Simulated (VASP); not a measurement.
# SnSe (Fm-3m) in VASP: a series of runs

Aim: see how the results for SnSe move with the level of theory and the settings. Levels: PBEsol, PBEsol+D3(BJ). Tasks: single point, relaxation of cell and atoms.

Everything below comes from runs of VASP 6.6.1. Logs are shortened: lines on timing, memory, paths and dates and some standing lists are left out, and cuts for length are marked.

### 1 The cell of the first run

It takes space group Fm-3m (No. 225, cubic). The conventional cell has a = 6.138 Å, b = 6.138 Å, c = 6.138 Å, α = 90.00°, β = 90.00°, γ = 90.00°. Sn (site symmetry m-3m) has 6 Se at 3.07 Å within 4.0 Å. Se (site symmetry m-3m) has 6 Sn at 3.07 Å within 4.0 Å.

### 2 Single point, PBEsol

Contents of INCAR:

```
SYSTEM = SnSe
  PREC = Accurate
  ENCUT = 520
  EDIFF = 1E-6
  ISMEAR = -1
  SIGMA = 0.05
  LREAL = .FALSE.
  LASPH = .TRUE.
  NELM = 60
  ALGO = Normal
  ISIF = 2
  LWAVE = .FALSE.
  LCHARG = .TRUE.
  GGA = PS
  LELF = .TRUE.
  LVHAR = .TRUE.
  NBANDS = 17
```

Contents of KPOINTS:

```
Automatic mesh
0
G
  8 8 8
  0 0 0
```

Contents of POSCAR:

```
SnSe
1.0
    0.0000000000      3.0690345955      3.0690345955
    3.0690345955      0.0000000000      3.0690345955
    3.0690345955      3.0690345955      0.0000000000
Sn Se
1 1
Direct
    0.0000000000      0.0000000000      0.0000000000
    0.5000000000      0.5000000000      0.5000000000
```

Potentials or basis: VASP PAW PBE potentials, release 64 (Sn_d, Se).

On the command line:

```
$ cat potpaw_PBE.64/Sn_d/POTCAR potpaw_PBE.64/Se/POTCAR > POTCAR
$ mpirun -np 1 vasp_std > vasp.out
```

OUTCAR:

```text
SYSTEM = SnSe
   PREC = Accurate
   ENCUT = 520
   EDIFF = 1E-6
   ISMEAR = -1
   LREAL = .FALSE.
   LASPH = .TRUE.
   NELM = 60
   ISIF = 2
   GGA = PS

 ion  position               nearest neighbor table
   1  0.000  0.000  0.000-   2 3.07   2 3.07   2 3.07   2 3.07   2 3.07   2 3.07
   2  0.500  0.500  0.500-   1 3.07   1 3.07   1 3.07   1 3.07   1 3.07   1 3.07

  LATTYP: Found a face centered cubic cell.
 ALAT       =     6.1380691910

  Lattice vectors:

 A1 = (   0.0000000000,   3.0690345955,   3.0690345955)
 A2 = (   3.0690345955,   0.0000000000,   3.0690345955)
 A3 = (   3.0690345955,   3.0690345955,   0.0000000000)

Analysis of symmetry for initial positions (statically):
=====================================================================
 Subroutine PRICEL returns:
 Original cell was already a primitive cell.

 Routine SETGRP: Setting up the symmetry group for a
 face centered cubic supercell.

 Subroutine GETGRP returns: Found 48 space group operations
[... 9 lines left out ...]

 Routine SETGRP: Setting up the symmetry group for a
 face centered cubic supercell.

 Subroutine GETGRP returns: Found 48 space group operations
[... 11 lines left out ...]
                                     Primitive cell

  volume of cell :      57.8143

  direct lattice vectors                    reciprocal lattice vectors
     0.000000000  3.069034595  3.069034595    -0.162917681  0.162917681  0.162917681
     3.069034595  0.000000000  3.069034595     0.162917681 -0.162917681  0.162917681
     3.069034595  3.069034595  0.000000000     0.162917681  0.162917681 -0.162917681

  length of vectors
     4.340270348  4.340270348  4.340270348     0.282181701  0.282181701  0.282181701

  position of ions in fractional coordinates (direct lattice)
     0.000000000  0.000000000  0.000000000
     0.500000000  0.500000000  0.500000000

  ion indices of the primitive-cell ions
   primitive index   ion index
                 1           1
                 2           2

----------------------------------------------------------------------------------------

 KPOINTS: Automatic mesh

Automatic generation of k-mesh.
 Grid dimensions read from file:
 generate k-points for:    8    8    8

 Generating k-lattice:

  Cartesian coordinates                     Fractional coordinates (reciprocal lattice)
[... 48 lines left out ...]
   NGX,Y,Z   is equivalent  to a cutoff of  12.26, 12.26, 12.26 a.u.
   NGXF,Y,Z  is equivalent  to a cutoff of  24.51, 24.51, 24.51 a.u.
 SYSTEM =  SnSe
   PREC   = accura    normal or accurate (medium, high low for compatibility)
   ISTART =      0    job   : 0-new  1-cont  2-samecut
   ICHARG =      2    charge: 1-file 2-atom 10-const
   ISPIN  =      1    spin polarized calculation?
   LNONCOLLINEAR =      F non collinear calculations
   LSORBIT =      F    spin-orbit coupling
   LASPH  =      T    aspherical Exc in radial PAW
   ENCUT  =  520.0 eV  38.22 Ry    6.18 a.u.   8.07  8.07  8.07*2*pi/ulx,y,z
   NELM   =     60;   NELMIN=  2; NELMDL= -5     # of ELM steps
   EDIFF  = 0.1E-05   stopping-criterion for ELM
   LREAL  =      F    real-space projection
   EDIFFG = 0.1E-04   stopping-criterion for IOM
   NSW    =      0    number of steps for IOM
   IBRION =     -1    ionic relax: 0-MD 1-quasi-New 2-CG
   NFREE  =      0    steps in history (QN), initial steepest desc. (CG)
   ISIF   =      2    stress and relaxation
   ISYM   =      2    0-nonsym 1-usesym 2-fastsym
   POTIM  = 0.5000    time-step for ionic-motion
   TEBEG  =    0.0;   TEEND  =   0.0 temperature during run
   PSTRESS=    0.0 pullay stress
   NELECT =      20.0000    total number of electrons
   NUPDOWN=      -1.0000    fix difference up-down
   EMIN   =  10.00;   EMAX   =-10.00  energy-range for DOS
   EFERMI =   0.00;   METHOD = LEGACY
   ISMEAR =    -1;   SIGMA  =   0.05  broadening in eV -4-tet -1-fermi 0-gaus
   EFERMI_NEDOS =   21; number of points for ismear=-14 and -15
   IALGO  =     38    algorithm
   IMIX   =      4    mixing-type and parameters
     AMIX     =   0.40;   BMIX     =  1.00
     AMIX_MAG =   1.60;   BMIX_MAG =  1.00
  volume/ion in A,a.u.               =      28.91       195.08
  Fermi-wavevector in a.u.,A,eV,Ry     =   1.149228  2.171727 17.969570  1.320726
  Thomas-Fermi vector in A             =   2.285899
   LORBIT       =      0    0 simple, 1 ext, 2 COOP (PROOUT), +10 PAW based schemes
   GGA     = PS    functional components
   LHFCALC =     F    Hartree Fock is set to
   AEXX    =    0.0000 exact exchange contribution
   IVDW    =     0    specifies the selected vdW correction
   LEPSILON=     F    determine dielectric tensor
   LRPA    =     F    only Hartree local field effects (RPA)
 non-spin polarized calculation
  energy-cutoff  :      520.00
  volume of cell :       57.81
 maximum number of plane-waves:      1588
   NGX = 17   NGY = 17   NGZ = 17

 number of electron      19.9999991 magnetization

 Free energy of the ion-electron system (eV)
  ---------------------------------------------------
  ext. energy  EPLUGINS =         0.00000000
  ---------------------------------------------------
  free energy    TOTEN  =        -8.90919919 eV

  energy without entropy =       -8.90905825  energy(sigma->0) =       -8.90912872

 E-fermi :   4.9737     XC(G=0):  -9.5164

 val. band max:        4.7693147684   @ k =   0.5000   0.0000   0.0000
 cond. band min:       5.1799436336   @ k =   0.5000   0.0000   0.0000
 fundamental gap:      0.4106288652
 Fermi energy:         4.9737069557

 k-point     1 :       0.0000    0.0000    0.0000
  band No.  band energies     occupation
      1     -16.6913      2.00000
      2     -16.6913      2.00000
      3     -16.6913      2.00000
      4     -16.6884      2.00000
      5     -16.6884      2.00000
      6      -8.6837      2.00000
[... 457 lines left out ...]
      4     -16.6841      2.00000
      5     -16.6801      2.00000
      6      -7.7430      2.00000
[... 9 lines left out ...]
     16      15.3415      0.00000
     17      15.5188      0.00000

 [... further k-points ...]
[... 5 lines left out ...]
  --------------------------------------------------------------------------------------
  -------------------------------------------------------------------------------------
  Total       -1.5736052     -1.5736052     -1.5736052      0.0000000      0.0000000      0.0000000
  in kB      -43.6084878    -43.6084878    -43.6084878      0.0000000      0.0000000      0.0000000
  external PRESSURE =     -43.6084878 kB  Pullay stress =       0.0000000 kB

 VOLUME and BASIS-vectors are now :
 -----------------------------------------------------------------------------
  energy-cutoff  :      520.00
  volume of cell :       57.81
      direct lattice vectors                 reciprocal lattice vectors
     0.000000000  3.069034595  3.069034595    -0.162917681  0.162917681  0.162917681
     3.069034595  0.000000000  3.069034595     0.162917681 -0.162917681  0.162917681
     3.069034595  3.069034595  0.000000000     0.162917681  0.162917681 -0.162917681

 POSITION                                       TOTAL-FORCE (eV/Angst)
 -----------------------------------------------------------------------------------
      0.00000      0.00000      0.00000        -0.000000     -0.000000     -0.000000
      3.06903      3.06903      3.06903         0.000000      0.000000      0.000000
 -----------------------------------------------------------------------------------
    total drift:                                0.000000     -0.000000     -0.000000

  FREE ENERGIE OF THE ION-ELECTRON SYSTEM (eV)
  ---------------------------------------------------
  free  energy   TOTEN  =        -8.9091991944 eV

  energy  without entropy=       -8.9090582531  energy(sigma->0) =       -8.90912872
```

OSZICAR:

```text
N       E                     dE             d eps       ncg     rms          rms(c)
DAV:   1     0.130628868738E+03    0.13063E+03   -0.97823E+03  1004   0.142E+03
DAV:   2     0.308463583291E+01   -0.12754E+03   -0.12425E+03  1090   0.344E+02
DAV:   3    -0.879883581789E+01   -0.11883E+02   -0.11809E+02  1158   0.916E+01
DAV:   4    -0.910632054502E+01   -0.30748E+00   -0.30730E+00  1236   0.158E+01
DAV:   5    -0.911524940576E+01   -0.89289E-02   -0.89285E-02  1446   0.258E+00    0.276E+00
DAV:   6    -0.891238311038E+01    0.20287E+00   -0.52795E-01  1407   0.440E+00    0.159E+00
DAV:   7    -0.890926983489E+01    0.31133E-02   -0.76306E-02  1112   0.128E+00    0.825E-01
DAV:   8    -0.890941266789E+01   -0.14283E-03   -0.81862E-03  1236   0.734E-01    0.111E-01
DAV:   9    -0.890915831931E+01    0.25435E-03   -0.15342E-03  1357   0.264E-01    0.507E-02
DAV:  10    -0.890919720821E+01   -0.38889E-04   -0.13261E-04  1140   0.704E-02    0.947E-03
DAV:  11    -0.890919912797E+01   -0.19198E-05   -0.56222E-06  1369   0.185E-02    0.252E-03
DAV:  12    -0.890919919439E+01   -0.66418E-07   -0.19920E-07   689   0.533E-03
   1 F= -.89091992E+01 E0= -.89091287E+01  d E =-.140941E-03
```

stdout:

```text
POSCAR found type information on POSCAR SnSe
 POSCAR found :  2 types and       2 ions
 scaLAPACK will be used
 -----------------------------------------------------------------------------
|                                                                             |
|                                                                             |
|     You enforced a specific xc type in the INCAR file but a different       |
|     I HOPE YOU KNOW WHAT YOU ARE DOING!                                     |
|                                                                             |
 -----------------------------------------------------------------------------

 LDA part: xc-table for (Slater+PW92), standard interpolation
 POSCAR, INCAR and KPOINTS ok, starting setup
 FFT: planning ... GRIDC
 FFT: planning ... GRID_SOFT
 FFT: planning ... GRID
 WAVECAR not read
 entering main loop
```

It took 14 s on 1 thread of AMD EPYC 9R45 (Zen 5), shared host; peak memory 0.15 GiB.

Results:

```yaml
Free_energy: -8.9092 eV
Pressure: -4.4 GPa
Band_gap_on_the_k_mesh: 0.41 eV, direct
```

Caveat: the PAW data sets were made with another functional, which shifts forces and pressure a little; spin-orbit coupling is left out, which moves the levels of the heavy elements.

### 3 Relaxation of cell and atoms, PBEsol

This run uses another cell than the first one, of 27.27 Å³/atom, 0.943 times its volume.

Contents of INCAR:

```
SYSTEM = SnSe
ALGO = Normal ; EDIFF = 1E-6
EDIFFG = -0.01 ; ENCUT = 600
GGA = PS ; IBRION = 2
ISIF = 3 ; ISMEAR = -1
LASPH = .TRUE. ; LCHARG = .FALSE.
LREAL = .FALSE. ; LWAVE = .FALSE.
NELM = 80 ; NSW = 60
PREC = Accurate ; SIGMA = 0.05
```

Contents of KPOINTS:

```
k-points
0
G
  8 8 8
  0 0 0
```

Contents of POSCAR:

```
SnSe
1.0
    0.0000000000      3.0100000000      3.0100000000
    3.0100000000      0.0000000000      3.0100000000
    3.0100000000      3.0100000000      0.0000000000
Sn Se
1 1
Direct
    0.0000000000      0.0000000000      0.0000000000
    0.5000000000      0.5000000000      0.5000000000
```

Potentials or basis: VASP PAW PBE potentials, release 64 (Sn_d, Se).

On the command line:

```
$ cat potpaw_PBE.64/Sn_d/POTCAR potpaw_PBE.64/Se/POTCAR > POTCAR
$ mpirun -np 1 vasp_std > vasp.out
```

Wall time 38 s (1 thread of AMD EPYC 9R45 (Zen 5), shared host); peak memory 0.19 GiB.

Results (log left out):

- Free energy: -8.9861 eV
- Relaxed volume: 26.30 Å³/atom
- Relaxed cell: a = 4.206 Å, b = 4.206 Å, c = 4.206 Å, α = 60.00°, β = 60.00°, γ = 60.00°
- Space group after relaxing (to 0.05 Å): Fm-3m (No. 225)
- Energy gained by relaxing: 5.9 meV/atom
- Ionic steps: 3
- Pressure after relaxing: 0.0 GPa
- Band gap on the k mesh: 0.75 eV, indirect (least direct gap 0.81 eV)

Step by step:
```tsv
step	energy change (eV)	largest force (eV/Å)	pressure (GPa)	volume (Å³)
1	0.0000	0.0000	-1.90	54.54
2	-0.0108	0.0000	0.62	52.03
3	-0.0119	0.0000	0.01	52.60
```

Final structure:
```yaml
crystal:
  lattice:
    - [0.00000, 2.97375, 2.97375]
    - [2.97375, 0.00000, 2.97375]
    - [2.97375, 2.97375, 0.00000]
  atoms:
    - { symbol: Sn, position: [0.00000, 0.00000, 0.00000] }
    - { symbol: Se, position: [0.50000, 0.50000, 0.50000] }
```

Levels at points of the mesh, in eV from the valence-band top:
```tsv
k point	band 6	band 7	band 8	band 9	band 10	band 11	band 12	band 13	band 14
(0.00, 0.00, 0.00)	-14.02	-4.88	-2.18	-2.18	-2.18	4.53	4.53	4.53	5.87
(0.50, 0.00, 0.00)	-13.00	-8.16	-1.92	-1.92	0.00	0.81	1.30	1.30	8.34
(0.50, 0.50, 0.00)	-12.68	-5.94	-5.65	-3.71	-3.71	2.91	5.64	5.64	6.28
```

Caveat: the PAW data sets were made with another functional, which shifts forces and pressure a little; spin-orbit coupling is left out, which moves the levels of the heavy elements. A k mesh can miss the band edges.

### 4 Relaxation of cell and atoms, PBEsol+D3(BJ)

This run uses another cell than the first one, of 27.27 Å³/atom, 0.943 times its volume.

Contents of INCAR:

```
ALGO = Normal
EDIFF = 1E-6
EDIFFG = -0.01
ENCUT = 600
GGA = PS
IBRION = 2
ISIF = 3
ISMEAR = -1
IVDW = 12
LASPH = True
LCHARG = False
LREAL = False
LWAVE = False
NELM = 60
NSW = 60
PREC = Accurate
SIGMA = 0.05
```

Contents of KPOINTS:

```
k-points
0
Gamma
  8 8 8
```

POSCAR is that of step 3.

On the command line:

```
$ cat potpaw_PBE.64/Sn_d/POTCAR potpaw_PBE.64/Se/POTCAR > POTCAR
$ mpirun -np 1 vasp_std > vasp.out
```

Run time: 39 s. Hardware: 1 thread of AMD EPYC 9R45 (Zen 5), shared host; peak memory 0.19 GiB.

The run converged. Its results:

- Free energy: -9.6828 eV
- Relaxed volume: 25.33 Å³/atom
- Relaxed cell: a = 4.153 Å, b = 4.153 Å, c = 4.153 Å, α = 60.00°, β = 60.00°, γ = 60.00°
- Space group after relaxing (to 0.05 Å): Fm-3m (No. 225)
- Energy gained by relaxing: 24.9 meV/atom
- Ionic steps: 3
- Pressure after relaxing: 0.0 GPa
- Band gap on the k mesh: 0.74 eV, indirect (least direct gap 0.92 eV)
- Dispersion energy per atom: -0.355 eV

Step by step:
```tsv
step	energy change (eV)	largest force (eV/Å)	pressure (GPa)	volume (Å³)
1	0.0000	0.0000	-3.86	54.54
2	-0.0446	0.0000	1.47	49.52
3	-0.0497	0.0000	0.04	50.66
```

Final structure:
```yaml
crystal:
  lattice:
    - [0.00000, 2.93686, 2.93686]
    - [2.93686, 0.00000, 2.93686]
    - [2.93686, 2.93686, 0.00000]
  atoms:
    - { symbol: Sn, position: [0.00000, 0.00000, 0.00000] }
    - { symbol: Se, position: [0.50000, 0.50000, 0.50000] }
```

Levels at points of the mesh, in eV from the valence-band top:
```tsv
k point	band 8	band 9	band 10	band 11	band 12	band 13
(0.00, 0.00, 0.00)	-2.32	-2.32	-2.32	4.65	4.65	4.65
(0.50, 0.00, 0.00)	-2.05	-2.05	-0.06	0.94	1.24	1.24
(0.50, 0.50, 0.00)	-5.95	-3.92	-3.92	2.75	5.83	5.83
```

Caveat: the PAW data sets were made with another functional, which shifts forces and pressure a little; spin-orbit coupling is left out, which moves the levels of the heavy elements. A k mesh can miss the band edges.

### 5 Summary

```tsv
task	level	cell	cutoff (eV)	gap on the mesh (eV)	pressure (GPa)	relaxed volume (Å³/atom)
single point	PBEsol	a = 4.340 Å, angles 60.0°, 2 atoms	520	0.41	-4.4	-
relaxation of cell and atoms	PBEsol	relaxed from a = 4.257 Å, angles 60.0°, 2 atoms	600	0.75	0.0	26.30
relaxation of cell and atoms	PBEsol+D3(BJ)	relaxed from a = 4.257 Å, angles 60.0°, 2 atoms	600	0.74	0.0	25.33
```

Alike in all rows: potentials or basis VASP PAW PBE potentials, release 64 (Sn_d, Se); no spin polarisation; k mesh 8 × 8 × 8; smearing fermi-dirac 0.05 eV.

Caveats: the PAW data sets were made with another functional, which shifts forces and pressure a little; spin-orbit coupling is left out, which moves the levels of the heavy elements.

Total energies depend on the potentials used, so only differences within one code and one set of settings carry meaning.
